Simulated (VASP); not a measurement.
Set up this calculation in VASP 6.6.1, as the native input.

| Item | Value |
| --- | --- |
| Task | single point |
| Functional | PBEsol |
| Potentials or basis | VASP PAW PBE potentials, release 64 (Fe_sv, O) |
| Cutoff | 600 eV |
| k mesh | 9 × 9 × 9 |
| Occupations | fermi-dirac, width 0.05 eV |
| Spin | collinear spin, ferromagnetic start |
| Starting moments | [4.5, 0.0] μB |
| Fixed moment | 4.5 μB |
| Dipole correction | no |
| Second run | valence_matched |
| Further INCAR settings | ALGO = Normal; EDIFF = 1e-06; NBANDS = 22 |

The structure of FeO (Wuestite) lies in POSCAR:

```
FeO
1.0
    0.0000000000      2.1554000000      2.1554000000
    2.1554000000      0.0000000000      2.1554000000
    2.1554000000      2.1554000000      0.0000000000
Fe O
1 1
Direct
    0.0000000000      0.0000000000      0.0000000000
    0.5000000000      0.5000000000      0.5000000000
```

These files were run (other wordings do the same):

INCAR

```
  PREC = Accurate
  ENCUT = 600
  EDIFF = 1E-6
  ISMEAR = -1
  SIGMA = 0.05
  LREAL = F
  LASPH = T
  NELM = 200
  ALGO = Normal
  ISIF = 2
  LWAVE = F
  LCHARG = F
  ISPIN = 2
  MAGMOM = 4.5 0
  LORBIT = 11
  NUPDOWN = 4.5
  LMAXMIX = 4
  GGA = PS
  NBANDS = 22
  GGA_COMPAT = F
```

KPOINTS

```
Automatic mesh
0
Gamma
  9 9 9
```

Potentials or basis: VASP PAW PBE potentials, release 64 (Fe_sv, O).

Run with:

```sh
$ cat potpaw_PBE.64/Fe_sv/POTCAR potpaw_PBE.64/O/POTCAR > POTCAR
$ mpirun -np 1 vasp_std > vasp.out
```

Results of the run:

- Pressure: 0.9 GPa
- Net moment: 4.50 μB per cell
- Site moments: Fe +3.66; O +0.44 μB
- Valence electrons inside the program's atomic spheres: Fe 13.53; O 4.97

Caveat: the PAW data sets were made with another functional, which shifts forces and pressure a little; the total moment is fixed, so each spin has its own Fermi level; a cell with one magnetic atom can't hold antiferromagnetic order, which such compounds often take.

Run time: 19 s on 1 thread of Intel(R) Xeon(R) Platinum 8375C CPU @ 2.90GHz (Ice Lake), with other jobs on the host, peak memory 0.16 GiB.
